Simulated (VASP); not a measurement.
# I (Im-3m) in VASP: a series of runs

Runs on I. Level: PBE+D3(BJ). Tasks: single point.

Program: VASP 6.6.1. These are calculated values, not measurements. Logs are shortened: lines on timing, memory, paths and dates and some standing lists are left out, and cuts for length are marked.

## (1) The cell of the first run

The structure is cubic, space group Im-3m (No. 229). Conventional cell: a = 4.179 Å, b = 4.179 Å, c = 4.179 Å, α = 90.00°, β = 90.00°, γ = 90.00°. Within 4.8 Å of I (site symmetry m-3m) lie 14 I at 3.62 to 4.18 Å.

## (2) Single point, PBE+D3(BJ)

INCAR

```
  PREC = Accurate
  ENCUT = 520
  EDIFF = 1E-6
  ISMEAR = 0
  SIGMA = 0.15
  LREAL = False
  LASPH = True
  NELM = 100
  ALGO = Normal
  ISIF = 2
  LWAVE = False
  LCHARG = True
  GGA = PE
  IVDW = 12
  LELF = True
  LVHAR = True
  NBANDS = 10
```

KPOINTS

```
Automatic mesh
0
Gamma
  16 16 16
```

POSCAR

```
I
1.0
   -2.0893754423      2.0893754423      2.0893754423
    2.0893754423     -2.0893754423      2.0893754423
    2.0893754423      2.0893754423     -2.0893754423
I
1
Direct
    0.0000000000      0.0000000000      0.0000000000
```

Potentials or basis: VASP PAW PBE potentials, release 64 (I).

Launch:

```console
> cat potpaw_PBE.64/I/POTCAR > POTCAR
> mpirun -np 1 vasp_std > vasp.out
```

OUTCAR:

```text
PREC = Accurate
   ENCUT = 520
   EDIFF = 1E-6
   ISMEAR = 0
   LREAL = False
   LASPH = True
   NELM = 100
   ISIF = 2
   GGA = PE
   IVDW = 12
 IVDW          = 12

 ion  position               nearest neighbor table
   1  0.000  0.000  0.000-

  LATTYP: Found a body centered cubic cell.
 ALAT       =     4.1787508846

  Lattice vectors:

 A1 = (  -2.0893754423,   2.0893754423,   2.0893754423)
 A2 = (   2.0893754423,  -2.0893754423,   2.0893754423)
 A3 = (   2.0893754423,   2.0893754423,  -2.0893754423)

Analysis of symmetry for initial positions (statically):
=====================================================================
 Subroutine PRICEL returns:
 Original cell was already a primitive cell.

 Routine SETGRP: Setting up the symmetry group for a
 body centered cubic supercell.

 Subroutine GETGRP returns: Found 48 space group operations
 (whereof 48 operations were pure point group operations)
 out of a pool of 48 trial point group operations.

The static configuration has the point symmetry O_h .

Analysis of symmetry for dynamics (positions and initial velocities):
=====================================================================
 Subroutine PRICEL returns:
 Original cell was already a primitive cell.

 Routine SETGRP: Setting up the symmetry group for a
 body centered cubic supercell.

 Subroutine GETGRP returns: Found 48 space group operations
 (whereof 48 operations were pure point group operations)
 out of a pool of 48 trial point group operations.

The dynamic configuration has the point symmetry O_h .

 Subroutine INISYM returns: Found 48 space group operations
 (whereof 48 operations are pure point group operations),
 and found     1 'primitive' translations

----------------------------------------------------------------------------------------

                                     Primitive cell

  volume of cell :      36.4846

  direct lattice vectors                    reciprocal lattice vectors
    -2.089375442  2.089375442  2.089375442     0.000000000  0.239305962  0.239305962
     2.089375442 -2.089375442  2.089375442     0.239305962  0.000000000  0.239305962
     2.089375442  2.089375442 -2.089375442     0.239305962  0.239305962  0.000000000

  length of vectors
     3.618904422  3.618904422  3.618904422     0.338429737  0.338429737  0.338429737

  position of ions in fractional coordinates (direct lattice)
     0.000000000  0.000000000  0.000000000

  ion indices of the primitive-cell ions
   primitive index   ion index
                 1           1

----------------------------------------------------------------------------------------

 KPOINTS: Automatic mesh

Automatic generation of k-mesh.
 Grid dimensions read from file:
 generate k-points for:   16   16   16

 Generating k-lattice:

  Cartesian coordinates                     Fractional coordinates (reciprocal lattice)
     0.000000000  0.014956623  0.014956623     0.062500000  0.000000000  0.000000000
     0.014956623  0.000000000  0.014956623     0.000000000  0.062500000  0.000000000
     0.014956623  0.014956623  0.000000000     0.000000000  0.000000000  0.062500000

  Length of vectors
     0.021151859  0.021151859  0.021151859

  Shift w.r.t. Gamma in fractional coordinates (k-lattice)
     0.000000000  0.000000000  0.000000000

 Subroutine IBZKPT returns following result:
 ===========================================

 Found    145 irreducible k-points:

 Following reciprocal coordinates:
            Coordinates               Weight
  0.000000  0.000000  0.000000      1.000000
  0.062500  0.000000  0.000000     12.000000
  0.125000  0.000000  0.000000     12.000000
  0.187500  0.000000  0.000000     12.000000
  0.250000  0.000000  0.000000     12.000000
  0.312500  0.000000  0.000000     12.000000
[... 16 lines left out ...]
  0.187500  0.187500  0.000000     24.000000
  0.250000  0.187500  0.000000     48.000000
 [... further k-points ...]
   k-points           NKPTS =    145   k-points in BZ     NKDIM =    145   number of bands    NBANDS=     10
   number of dos      NEDOS =    301   number of ions     NIONS =      1
   total plane-waves  NPLWV =  21952
   dimension x,y,z NGX =    28 NGY =   28 NGZ =   28
   dimension x,y,z NGXF=    56 NGYF=   56 NGZF=   56
   ions per type =               1
   NGX,Y,Z   is equivalent  to a cutoff of  12.86, 12.86, 12.86 a.u.
   NGXF,Y,Z  is equivalent  to a cutoff of  25.73, 25.73, 25.73 a.u.
 SYSTEM =  unknown system
   PREC   = accura    normal or accurate (medium, high low for compatibility)
   ISTART =      0    job   : 0-new  1-cont  2-samecut
   ICHARG =      2    charge: 1-file 2-atom 10-const
   ISPIN  =      1    spin polarized calculation?
   LNONCOLLINEAR =      F non collinear calculations
   LSORBIT =      F    spin-orbit coupling
   LASPH  =      T    aspherical Exc in radial PAW
   ENCUT  =  520.0 eV  38.22 Ry    6.18 a.u.   6.73  6.73  6.73*2*pi/ulx,y,z
   NELM   =    100;   NELMIN=  2; NELMDL= -5     # of ELM steps
   EDIFF  = 0.1E-05   stopping-criterion for ELM
   LREAL  =      F    real-space projection
   EDIFFG = 0.1E-04   stopping-criterion for IOM
   NSW    =      0    number of steps for IOM
   IBRION =     -1    ionic relax: 0-MD 1-quasi-New 2-CG
   NFREE  =      0    steps in history (QN), initial steepest desc. (CG)
   ISIF   =      2    stress and relaxation
   ISYM   =      2    0-nonsym 1-usesym 2-fastsym
   POTIM  = 0.5000    time-step for ionic-motion
   TEBEG  =    0.0;   TEEND  =   0.0 temperature during run
   PSTRESS=    0.0 pullay stress
   NELECT =       7.0000    total number of electrons
   NUPDOWN=      -1.0000    fix difference up-down
   EMIN   =  10.00;   EMAX   =-10.00  energy-range for DOS
   EFERMI =   0.00;   METHOD = LEGACY
   ISMEAR =     0;   SIGMA  =   0.15  broadening in eV -4-tet -1-fermi 0-gaus
   EFERMI_NEDOS =   21; number of points for ismear=-14 and -15
   IALGO  =     38    algorithm
   IMIX   =      4    mixing-type and parameters
     AMIX     =   0.40;   BMIX     =  1.00
     AMIX_MAG =   1.60;   BMIX_MAG =  1.00
  volume/ion in A,a.u.               =      36.48       246.21
  Fermi-wavevector in a.u.,A,eV,Ry     =   0.944215  1.784308 12.130172  0.891543
  Thomas-Fermi vector in A             =   2.071998
   LORBIT       =      0    0 simple, 1 ext, 2 COOP (PROOUT), +10 PAW based schemes
   GGA     = PE    functional components
   LHFCALC =     F    Hartree Fock is set to
   AEXX    =    0.0000 exact exchange contribution
   IVDW    =    12    specifies the selected vdW correction
   LEPSILON=     F    determine dielectric tensor
   LRPA    =     F    only Hartree local field effects (RPA)
 non-spin polarized calculation
 Gauss-broadening in eV      SIGMA  =   0.15
  energy-cutoff  :      520.00
  volume of cell :       36.48
 maximum number of plane-waves:      1000
   NGX = 13   NGY = 13   NGZ = 13

 number of electron       7.0000000 magnetization

 Free energy of the ion-electron system (eV)
  ---------------------------------------------------
  ext. energy  EPLUGINS =         0.00000000
  ---------------------------------------------------
  free energy    TOTEN  =        -1.06481104 eV

  energy without entropy =       -1.04323778  energy(sigma->0) =       -1.05402441

 E-fermi :   4.1071     XC(G=0):  -8.9200

 val. band max:        4.0900343895   @ k =   0.0625   0.0625   0.0000
 cond. band min:       4.1108694877   @ k =   0.1875   0.0625   0.0000
 fundamental gap:      0.0208350982
 Fermi energy:         4.1070556437

 k-point     1 :       0.0000    0.0000    0.0000
  band No.  band energies     occupation
      1      -9.1848      2.00000
      2       4.8886      0.00000
      3       4.8886      0.00000
      4       4.8886      0.00000
      5      10.9336      0.00000
      6      13.8663      0.00000
      7      13.8663      0.00000
      8      13.8663      0.00000
      9      16.1002      0.00000
     10      16.1002      0.00000

 k-point     2 :       0.0625    0.0000    0.0000
  band No.  band energies     occupation
      1      -9.1441      2.00000
      2       4.5940      0.00000
      3       4.8098      0.00000
      4       4.8776      0.00000
      5      11.1958      0.00000
      6      13.6471      0.00000
      7      13.7534      0.00000
      8      14.0605      0.00000
      9      15.5054      0.00000
     10      15.8414      0.00000

 k-point     3 :       0.1250    0.0000    0.0000
  band No.  band energies     occupation
      1      -9.0246      2.00000
      2       3.8621      1.97908
      3       4.5977      0.00000
      4       4.8461      0.00000
      5      11.6698      0.00000
      6      13.1703      0.00000
      7      13.5060      0.00000
      8      14.6178      0.00000
      9      15.2770      0.00000
     10      15.5308      0.00000

 k-point     4 :       0.1875    0.0000    0.0000
  band No.  band energies     occupation
      1      -8.8352      2.00000
      2       2.9396      2.00000
      3       4.3084      0.05766
      4       4.7979      0.00000
      5      11.5908      0.00000
      6      12.6536      0.00000
      7      13.8121      0.00000
      8      15.3815      0.00000
      9      15.4795      0.00000
     10      15.6078      0.00000
[... 222 lines left out ...]
 k-point    22 :       0.4375    0.1250   -0.0000
  band No.  band energies     occupation
      1      -7.7598      2.00000
      2      -0.0364      2.00000
      3       2.8181      2.00000
      4       4.2528      0.16939
      5      10.5044      0.00000
      6      11.9176      0.00000
      7      15.8919      0.00000
      8      16.1331      0.00000
      9      18.9864      0.00000
     10      19.3750      0.00000

 k-point    23 :       0.1875    0.1875    0.0000
  band No.  band energies     occupation
      1      -8.2631      2.00000
      2       1.2814      2.00000
      3       3.2562      2.00000
      4       4.3268      0.03831
      5      11.4476      0.00000
      6      12.3119      0.00000
      7      14.3486      0.00000
      8      15.1464      0.00000
      9      17.7249      0.00000
     10      18.7171      0.00000

 k-point    24 :       0.2500    0.1875    0.0000
  band No.  band energies     occupation
      1      -8.0286      2.00000
      2       0.7898      2.00000
      3       2.7852      2.00000
      4       4.2219      0.27897
      5      11.2288      0.00000
      6      12.3795      0.00000
      7      14.6818      0.00000
      8      15.7540      0.00000
      9      18.2436      0.00000
     10      18.6964      0.00000

 [... further k-points ...]

------------------------ aborting loop because EDIFF is reached ----------------------------------------

 Edisp (eV)   -0.36452

 E8    (eV) :    -0.1645

  FORCE on cell =-STRESS in cart. coord.  units (eV):
  Direction    XX          YY          ZZ          XY          YZ          ZX
  --------------------------------------------------------------------------------------
  -------------------------------------------------------------------------------------
  Total      -0.44501    -0.44501    -0.44501    -0.00000     0.00000    -0.00000
  in kB     -19.54222   -19.54222   -19.54222    -0.00000     0.00000    -0.00000
  external pressure =      -19.54 kB  Pullay stress =        0.00 kB

 VOLUME and BASIS-vectors are now :
 -----------------------------------------------------------------------------
  energy-cutoff  :      520.00
  volume of cell :       36.48
      direct lattice vectors                 reciprocal lattice vectors
    -2.089375442  2.089375442  2.089375442     0.000000000  0.239305962  0.239305962
     2.089375442 -2.089375442  2.089375442     0.239305962  0.000000000  0.239305962
     2.089375442  2.089375442 -2.089375442     0.239305962  0.239305962  0.000000000

 POSITION                                       TOTAL-FORCE (eV/Angst)
 -----------------------------------------------------------------------------------
      0.00000      0.00000      0.00000        -0.000000      0.000000      0.000000
 -----------------------------------------------------------------------------------
    total drift:                                0.000000      0.000000      0.000000

  FREE ENERGIE OF THE ION-ELECTRON SYSTEM (eV)
  ---------------------------------------------------
  free  energy   TOTEN  =        -1.4293355950 eV

  energy  without entropy=       -1.4077623401  energy(sigma->0) =       -1.41854897
```

Run time: 22 s. Hardware: 1 thread of Intel Xeon Platinum 8488C (Sapphire Rapids), shared host; peak memory 0.19 GiB.

What came out:

```
Free energy                : -1.4293 eV
Pressure                   : -2.0 GPa
Dispersion energy per atom : -0.365 eV
```

Caveat: spin-orbit coupling is left out, which moves the levels of the heavy elements; an odd number of electrons without spin polarisation forces a metal; a magnetic or distorted state may lie lower; pairwise dispersion overbinds metals, which lowers pressure and volume.

## (3) Single point, PBE+D3(BJ)

INCAR

```
PREC = Accurate ; ENCUT = 520
EDIFF = 1E-6 ; ISMEAR = 0
SIGMA = 0.15 ; LREAL = False
LASPH = True ; NELM = 60
ALGO = Normal ; ISIF = 2
LWAVE = False ; LCHARG = True
GGA = PE ; IVDW = 12
LELF = True ; LVHAR = True
NBANDS = 10
```

KPOINTS

```
Automatic mesh
0
Gamma
  18 18 18
```

POSCAR is that of step 2.

Potentials or basis: VASP PAW PBE potentials, release 64 (I).

Launch:

```console
> cat potpaw_PBE.64/I/POTCAR > POTCAR
> mpirun -np 1 vasp_std > vasp.out
```

OUTCAR:

```text
PREC = Accurate
   ENCUT = 520
   EDIFF = 1E-6
   ISMEAR = 0
   LREAL = False
   LASPH = True
   NELM = 60
   ISIF = 2
   GGA = PE
   IVDW = 12
 IVDW          = 12

 ion  position               nearest neighbor table
   1  0.000  0.000  0.000-

  LATTYP: Found a body centered cubic cell.
 ALAT       =     4.1787508846

  Lattice vectors:

 A1 = (  -2.0893754423,   2.0893754423,   2.0893754423)
 A2 = (   2.0893754423,  -2.0893754423,   2.0893754423)
[... 491 lines left out ...]
     10      19.3286      0.00000

 [... further k-points ...]

------------------------ aborting loop because EDIFF is reached ----------------------------------------

 Edisp (eV)   -0.36452

 E8    (eV) :    -0.1645

  FORCE on cell =-STRESS in cart. coord.  units (eV):
  Direction    XX          YY          ZZ          XY          YZ          ZX
  --------------------------------------------------------------------------------------
  -------------------------------------------------------------------------------------
  Total      -0.44043    -0.44043    -0.44043    -0.00000     0.00000    -0.00000
  in kB     -19.34105   -19.34105   -19.34105    -0.00000     0.00000    -0.00000
  external pressure =      -19.34 kB  Pullay stress =        0.00 kB

 VOLUME and BASIS-vectors are now :
 -----------------------------------------------------------------------------
  energy-cutoff  :      520.00
  volume of cell :       36.48
      direct lattice vectors                 reciprocal lattice vectors
    -2.089375442  2.089375442  2.089375442     0.000000000  0.239305962  0.239305962
     2.089375442 -2.089375442  2.089375442     0.239305962  0.000000000  0.239305962
     2.089375442  2.089375442 -2.089375442     0.239305962  0.239305962  0.000000000

 POSITION                                       TOTAL-FORCE (eV/Angst)
 -----------------------------------------------------------------------------------
      0.00000      0.00000      0.00000         0.000000      0.000000     -0.000000
 -----------------------------------------------------------------------------------
    total drift:                               -0.000000      0.000000      0.000000

  FREE ENERGIE OF THE ION-ELECTRON SYSTEM (eV)
  ---------------------------------------------------
  free  energy   TOTEN  =        -1.4285291678 eV

  energy  without entropy=       -1.4055158755  energy(sigma->0) =       -1.41702252
```

OSZICAR:

```text
N       E                     dE             d eps       ncg     rms          rms(c)
DAV:   1     0.203148850882E+02    0.20315E+02   -0.24789E+03  3900   0.495E+02
DAV:   2    -0.240432544082E+00   -0.20555E+02   -0.20099E+02  5088   0.834E+01
DAV:   3    -0.105622530089E+01   -0.81579E+00   -0.79841E+00  4908   0.165E+01
DAV:   4    -0.106305432188E+01   -0.68290E-02   -0.68270E-02  4886   0.188E+00
DAV:   5    -0.106313225373E+01   -0.77932E-04   -0.77931E-04  4748   0.183E-01    0.336E+00
DAV:   6    -0.106330231209E+01   -0.17006E-03   -0.16825E-03  4636   0.205E-01    0.205E+00
DAV:   7    -0.106400364963E+01   -0.70134E-03   -0.32025E-03  4402   0.291E-01    0.108E-01
DAV:   8    -0.106400394314E+01   -0.29351E-06   -0.15195E-04  4446   0.600E-02    0.162E-02
DAV:   9    -0.106400460828E+01   -0.66514E-06   -0.32462E-06  4940   0.124E-02
   1 F= -.14285292E+01 E0= -.14170225E+01  d E =-.230133E-01
```

Run time: 27 s. Hardware: 1 thread of Intel Xeon Platinum 8488C (Sapphire Rapids), shared host; peak memory 0.21 GiB.

What came out:

- Free energy: -1.4285 eV
- Pressure: -1.9 GPa
- Dispersion energy per atom: -0.365 eV

Levels at points of the mesh, in eV from the Fermi level:
```tsv
k point	band 1	band 2	band 3	band 4	band 5	band 6	band 7	band 8	band 9
(0.00, 0.00, 0.00)	-13.29	0.78	0.78	0.78	6.83	9.76	9.76	9.76	11.99
(0.50, 0.00, 0.00)	-11.92	-4.31	-0.79	0.47	5.76	7.21	12.80	13.17	13.51
(0.50, 0.50, 0.50)	-11.03	-2.53	-2.53	-2.53	4.57	4.57	16.05	16.05	16.06
```

Caveat: spin-orbit coupling is left out, which moves the levels of the heavy elements; an odd number of electrons without spin polarisation forces a metal; a magnetic or distorted state may lie lower; pairwise dispersion overbinds metals, which lowers pressure and volume.
